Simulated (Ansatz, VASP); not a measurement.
**Two plane-wave programs on TiN**

```
Ti N
1.0
     0.00000    2.13651    2.13651
     2.13651    0.00000    2.13651
     2.13651    2.13651    0.00000
Ti N
1 1
Direct
  0.00000 0.00000 0.00000
  0.50000 0.50000 0.50000
```

Alike in both runs: task single point; functional LDA; k mesh 11 × 11 × 11; occupations fermi-dirac, width 0.1 eV; no spin polarisation.

|  | VASP | Ansatz |
| --- | --- | --- |
| version | VASP 6.6.1 | Ansatz 0.2.0 |
| potentials or method | VASP PAW LDA potentials, release 64 (Ti_sv, N), cutoff 520 eV | plane waves, PAW |
| valence electrons in the cell | 17 | 17 |

```csv
,VASP,Ansatz,Ansatz less VASP
pressure (GPa),-18.6,-19.5,-0.90
```

LDA's correlation is that of Perdew and Zunger in VASP and of Perdew and Wang (1992) in Ansatz.
